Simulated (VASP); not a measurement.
# Ca (P6_3/mmc) in VASP: notebook

The runs below take Ca through single point, with PBE.

All numbers are computed with VASP 6.6.1; they aren't measurements. Logs are shortened: lines on timing, memory, paths and dates and some standing lists are left out, and cuts for length are marked.

## Step 1: The cell of the first run

It takes space group P6_3/mmc (No. 194, hexagonal). Conventional cell: a = 3.258 Å, b = 3.258 Å, c = 10.751 Å, α = 90.00°, β = 90.00°, γ = 120.00°. Ca (site symmetry -3m) has 12 Ca at 3.26 to 3.28 Å within 4.3 Å. Ca (site symmetry -6m2) has 12 Ca at 3.26 to 3.28 Å within 4.3 Å.

## Step 2: Single point, PBE

Contents of INCAR:

```
ALGO = Normal ; EDIFF = 1E-6
ENCUT = 520 ; GGA = PE
ISIF = 2 ; ISMEAR = -1
LASPH = T ; LCHARG = T
LELF = T ; LREAL = F
LVHAR = T ; LWAVE = F
NBANDS = 28 ; NELM = 100
PREC = Accurate ; SIGMA = 0.05
```

Contents of KPOINTS:

```
k-points
0
Gamma
  11 11 3
```

Contents of POSCAR:

```
Ca
1.0
    3.2578432352      0.0000000000      0.0000000000
   -1.6289216176      2.8213750032      0.0000000000
    0.0000000000      0.0000000000     10.7508898220
Ca
4
Direct
    0.0000000000      0.0000000000      0.0000000000
    0.0000000000      0.0000000000      0.5000000000
    0.3333333333      0.6666666667      0.2500000000
    0.6666666667      0.3333333333      0.7500000000
```

Potentials or basis: VASP PAW PBE potentials, release 64 (Ca_sv).

The run is started by

```
cat potpaw_PBE.64/Ca_sv/POTCAR > POTCAR
mpirun -np 1 vasp_std > vasp.out
```

OUTCAR:

```text
EDIFF = 1E-6
   ENCUT = 520
   GGA = PE
   ISIF = 2
   ISMEAR = -1
   LASPH = T
   LREAL = F
   NELM = 100
   PREC = Accurate

 ion  position               nearest neighbor table
   1  0.000  0.000  0.000-
   2  0.000  0.000  0.500-
   3  0.333  0.667  0.250-
   4  0.667  0.333  0.750-

  LATTYP: Found a hexagonal cell.
 ALAT       =     3.2578432352
 C/A-ratio  =     3.3000021934

  Lattice vectors:

 A1 = (   3.2578432352,   0.0000000000,   0.0000000000)
 A2 = (  -1.6289216176,   2.8213750032,   0.0000000000)
 A3 = (   0.0000000000,   0.0000000000,  10.7508898220)

Analysis of symmetry for initial positions (statically):
=====================================================================
 Subroutine PRICEL returns:
 Original cell was already a primitive cell.

 Routine SETGRP: Setting up the symmetry group for a
 hexagonal supercell.

 Subroutine GETGRP returns: Found 24 space group operations
 (whereof 12 operations were pure point group operations)
 out of a pool of 24 trial point group operations.

The static configuration has the point symmetry D_3d.
 The point group associated with its full space group is D_6h.

Analysis of symmetry for dynamics (positions and initial velocities):
=====================================================================
 Subroutine PRICEL returns:
 Original cell was already a primitive cell.

 Routine SETGRP: Setting up the symmetry group for a
 hexagonal supercell.

 Subroutine GETGRP returns: Found 24 space group operations
 (whereof 12 operations were pure point group operations)
 out of a pool of 24 trial point group operations.

The dynamic configuration has the point symmetry D_3d.
 The point group associated with its full space group is D_6h.

 Subroutine INISYM returns: Found 24 space group operations
 (whereof 12 operations are pure point group operations),
 and found     1 'primitive' translations

----------------------------------------------------------------------------------------

                                     Primitive cell

  volume of cell :      98.8179

  direct lattice vectors                    reciprocal lattice vectors
     3.257843235  0.000000000  0.000000000     0.306951541  0.177218555  0.000000000
    -1.628921618  2.821375003  0.000000000     0.000000000  0.354437109  0.000000000
     0.000000000  0.000000000 10.750889822     0.000000000  0.000000000  0.093015557

  length of vectors
     3.257843235  3.257843235 10.750889822     0.354437109  0.354437109  0.093015557

  position of ions in fractional coordinates (direct lattice)
     0.000000000  0.000000000  0.000000000
     0.000000000  0.000000000  0.500000000
     0.333333333  0.666666667  0.250000000
     0.666666667  0.333333333  0.750000000

  ion indices of the primitive-cell ions
   primitive index   ion index
                 1           1
                 2           2
                 3           3
                 4           4

----------------------------------------------------------------------------------------

 KPOINTS: k-points

Automatic generation of k-mesh.
 Grid dimensions read from file:
 generate k-points for:   11   11    3

 Generating k-lattice:

  Cartesian coordinates                     Fractional coordinates (reciprocal lattice)
     0.027904686  0.016110778  0.000000000     0.090909091 -0.000000000  0.000000000
     0.000000000  0.032221555  0.000000000     0.000000000  0.090909091  0.000000000
     0.000000000  0.000000000  0.031005186     0.000000000  0.000000000  0.333333333

  Length of vectors
     0.032221555  0.032221555  0.031005186

  Shift w.r.t. Gamma in fractional coordinates (k-lattice)
     0.000000000  0.000000000  0.000000000

 Subroutine IBZKPT returns following result:
 ===========================================

 Found     32 irreducible k-points:

 Following reciprocal coordinates:
            Coordinates               Weight
  0.000000  0.000000  0.000000      1.000000
  0.090909  0.000000  0.000000      6.000000
  0.181818  0.000000  0.000000      6.000000
  0.272727  0.000000  0.000000      6.000000
  0.363636 -0.000000  0.000000      6.000000
  0.454545  0.000000  0.000000      6.000000
[... 16 lines left out ...]
  0.090909  0.090909  0.333333     12.000000
  0.181818  0.090909  0.333333     24.000000
 [... further k-points ...]
   k-points           NKPTS =     32   k-points in BZ     NKDIM =     32   number of bands    NBANDS=     28
   number of dos      NEDOS =    301   number of ions     NIONS =      4
   total plane-waves  NPLWV =  46080
   dimension x,y,z NGX =    24 NGY =   24 NGZ =   80
   dimension x,y,z NGXF=    48 NGYF=   48 NGZF=  160
   ions per type =               4
   NGX,Y,Z   is equivalent  to a cutoff of  12.25, 12.25, 12.37 a.u.
   NGXF,Y,Z  is equivalent  to a cutoff of  24.49, 24.49, 24.74 a.u.
 SYSTEM =  unknown system
   PREC   = accura    normal or accurate (medium, high low for compatibility)
   ISTART =      0    job   : 0-new  1-cont  2-samecut
   ICHARG =      2    charge: 1-file 2-atom 10-const
   ISPIN  =      1    spin polarized calculation?
   LNONCOLLINEAR =      F non collinear calculations
   LSORBIT =      F    spin-orbit coupling
   LASPH  =      T    aspherical Exc in radial PAW
   ENCUT  =  520.0 eV  38.22 Ry    6.18 a.u.   6.06  6.06 19.99*2*pi/ulx,y,z
   NELM   =    100;   NELMIN=  2; NELMDL= -5     # of ELM steps
   EDIFF  = 0.1E-05   stopping-criterion for ELM
   LREAL  =      F    real-space projection
   EDIFFG = 0.1E-04   stopping-criterion for IOM
   NSW    =      0    number of steps for IOM
   IBRION =     -1    ionic relax: 0-MD 1-quasi-New 2-CG
   NFREE  =      0    steps in history (QN), initial steepest desc. (CG)
   ISIF   =      2    stress and relaxation
   ISYM   =      2    0-nonsym 1-usesym 2-fastsym
   POTIM  = 0.5000    time-step for ionic-motion
   TEBEG  =    0.0;   TEEND  =   0.0 temperature during run
   PSTRESS=    0.0 pullay stress
   NELECT =      40.0000    total number of electrons
   NUPDOWN=      -1.0000    fix difference up-down
   EMIN   =  10.00;   EMAX   =-10.00  energy-range for DOS
   EFERMI =   0.00;   METHOD = LEGACY
   ISMEAR =    -1;   SIGMA  =   0.05  broadening in eV -4-tet -1-fermi 0-gaus
   EFERMI_NEDOS =   21; number of points for ismear=-14 and -15
   IALGO  =     38    algorithm
   IMIX   =      4    mixing-type and parameters
     AMIX     =   0.40;   BMIX     =  1.00
     AMIX_MAG =   1.60;   BMIX_MAG =  1.00
  volume/ion in A,a.u.               =      24.70       166.71
  Fermi-wavevector in a.u.,A,eV,Ry     =   1.211015  2.288487 19.953739  1.466558
  Thomas-Fermi vector in A             =   2.346544
   LORBIT       =      0    0 simple, 1 ext, 2 COOP (PROOUT), +10 PAW based schemes
   GGA     = PE    functional components
[... 5 lines left out ...]
 non-spin polarized calculation
  energy-cutoff  :      520.00
  volume of cell :       98.82
 maximum number of plane-waves:      2690
   NGX = 13   NGY = 13   NGZ = 39

 number of electron      39.9999998 magnetization

 Free energy of the ion-electron system (eV)
  ---------------------------------------------------
  ext. energy  EPLUGINS =         0.00000000
  ---------------------------------------------------
  free energy    TOTEN  =        -4.49604859 eV

  energy without entropy =       -4.46751490  energy(sigma->0) =       -4.48178174

 E-fermi :   4.5864     XC(G=0):  -9.6006

 val. band max:        4.5560165133   @ k =   0.3636   0.0909   0.0000
 cond. band min:       4.6506239896   @ k =   0.2727   0.0000   0.0000
 fundamental gap:      0.0946074763
 Fermi energy:         4.5863584420

 k-point     1 :       0.0000    0.0000    0.0000
  band No.  band energies     occupation
      1     -36.3945      2.00000
      2     -36.3315      2.00000
      3     -36.3241      2.00000
      4     -36.2601      2.00000
      5     -17.8427      2.00000
      6     -17.4512      2.00000
[... 20 lines left out ...]
     27       7.4728      0.00000
     28       7.4790      0.00000

 k-point     2 :       0.0909    0.0000    0.0000
  band No.  band energies     occupation
      1     -36.3845      2.00000
      2     -36.3240      2.00000
      3     -36.3166      2.00000
      4     -36.2550      2.00000
      5     -17.8199      2.00000
      6     -17.4564      2.00000
[... 20 lines left out ...]
     27       7.5583      0.00000
     28       7.6153      0.00000

 k-point     3 :       0.1818    0.0000    0.0000
  band No.  band energies     occupation
      1     -36.3574      2.00000
      2     -36.3036      2.00000
      3     -36.2962      2.00000
      4     -36.2417      2.00000
      5     -17.7561      2.00000
      6     -17.4935      2.00000
[... 20 lines left out ...]
     27       7.5896      0.00000
     28       7.9440      0.00000

 k-point     4 :       0.2727    0.0000    0.0000
  band No.  band energies     occupation
      1     -36.3200      2.00000
      2     -36.2768      2.00000
      3     -36.2694      2.00000
      4     -36.2258      2.00000
      5     -17.6739      2.00000
      6     -17.6069      2.00000
[... 578 lines left out ...]
     27       6.9179      0.00000
     28       7.2110      0.00000

 k-point    23 :       0.0909    0.0909    0.3333
  band No.  band energies     occupation
      1     -36.3581      2.00000
      2     -36.3364      2.00000
      3     -36.2760      2.00000
      4     -36.2539      2.00000
      5     -17.7363      2.00000
      6     -17.6259      2.00000
[... 20 lines left out ...]
     27       7.5538      0.00000
     28       7.6178      0.00000

 k-point    24 :       0.1818    0.0909    0.3333
  band No.  band energies     occupation
      1     -36.3269      2.00000
      2     -36.3085      2.00000
      3     -36.2568      2.00000
      4     -36.2381      2.00000
      5     -17.6794      2.00000
      6     -17.6245      2.00000
[... 20 lines left out ...]
     27       7.3475      0.00000
     28       7.4754      0.00000

 [... further k-points ...]

------------------------ aborting loop because EDIFF is reached ----------------------------------------

  FORCE on cell =-STRESS in cart. coord.  units (eV):
  Direction    XX          YY          ZZ          XY          YZ          ZX
  --------------------------------------------------------------------------------------
  -------------------------------------------------------------------------------------
  Total       12.9765393     12.9765393     12.9755380      0.0000000     -0.0000000      0.0000000
  in kB      210.3943447    210.3943447    210.3781097      0.0000000     -0.0000000      0.0000000
  external PRESSURE =     210.3889331 kB  Pullay stress =       0.0000000 kB

 VOLUME and BASIS-vectors are now :
 -----------------------------------------------------------------------------
  energy-cutoff  :      520.00
  volume of cell :       98.82
      direct lattice vectors                 reciprocal lattice vectors
     3.257843235  0.000000000  0.000000000     0.306951541  0.177218555  0.000000000
    -1.628921618  2.821375003  0.000000000     0.000000000  0.354437109  0.000000000
     0.000000000  0.000000000 10.750889822     0.000000000  0.000000000  0.093015557

 POSITION                                       TOTAL-FORCE (eV/Angst)
 -----------------------------------------------------------------------------------
      0.00000      0.00000      0.00000         0.000000     -0.000000      0.000000
      0.00000      0.00000      5.37544         0.000000     -0.000000      0.000000
     -0.00000      1.88092      2.68772        -0.000000      0.000000      0.000000
      1.62892      0.94046      8.06317         0.000000     -0.000000     -0.000000
 -----------------------------------------------------------------------------------
    total drift:                               -0.000000      0.000000     -0.000000

  FREE ENERGIE OF THE ION-ELECTRON SYSTEM (eV)
  ---------------------------------------------------
  free  energy   TOTEN  =        -4.4960485888 eV

  energy  without entropy=       -4.4675148970  energy(sigma->0) =       -4.48178174
```

Run time: 26 s. Hardware: 1 thread of Intel Xeon 6975P-C (Granite Rapids), shared host; peak memory 0.23 GiB.

What came out:

```yaml
Free_energy: -4.4960 eV
Pressure: 21.0 GPa
Band_gap_on_the_k_mesh: zero (filled and empty bands overlap)
```

## Step 3: Single point, PBE

This run uses another cell than the first one: it holds 2 atoms, not 4.

Contents of INCAR:

```
SYSTEM = Ca
  PREC = Accurate
  ENCUT = 520
  EDIFF = 1E-6
  ISMEAR = -1
  SIGMA = 0.05
  LREAL = .False.
  LASPH = .True.
  NELM = 100
  ALGO = Normal
  ISIF = 2
  LWAVE = .False.
  LCHARG = .False.
  GGA = PE
  NBANDS = 17
```

Contents of KPOINTS:

```
Automatic mesh
0
Gamma
  13 13 7
  0 0 0
```

Contents of POSCAR:

```
Ca
1.0
    3.2297012573      0.0000000000      0.0000000000
   -1.6148506286      2.7970033354      0.0000000000
    0.0000000000      0.0000000000      5.4282364079
Ca
2
Direct
    0.3333333333      0.6666666667      0.2500000000
    0.6666666667      0.3333333333      0.7500000000
```

Potentials or basis: VASP PAW PBE potentials, release 64 (Ca_sv).

The run is started by

```
cat potpaw_PBE.64/Ca_sv/POTCAR > POTCAR
mpirun -np 1 vasp_std > vasp.out
```

Wall time 25 s (1 thread of Intel Xeon Platinum 8488C (Sapphire Rapids), shared host); peak memory 0.19 GiB.

The run converged. Its results:

```
Free energy            : -2.1993 eV
Pressure               : 21.0 GPa
Band gap on the k mesh : zero (band 10 reaches 4.65 eV, above the bottom of band 11 at 4.25 eV)
```

Levels at points of the mesh, in eV from the Fermi level:
| k point | band 8 | band 9 | band 10 | band 11 | band 12 | band 13 |
| --- | --- | --- | --- | --- | --- | --- |
| (0.00, 0.00, 0.00) | -21.52 | -4.69 | -1.27 | 0.80 | 2.81 | 3.03 |

(Part 1 of 2 ends here.)
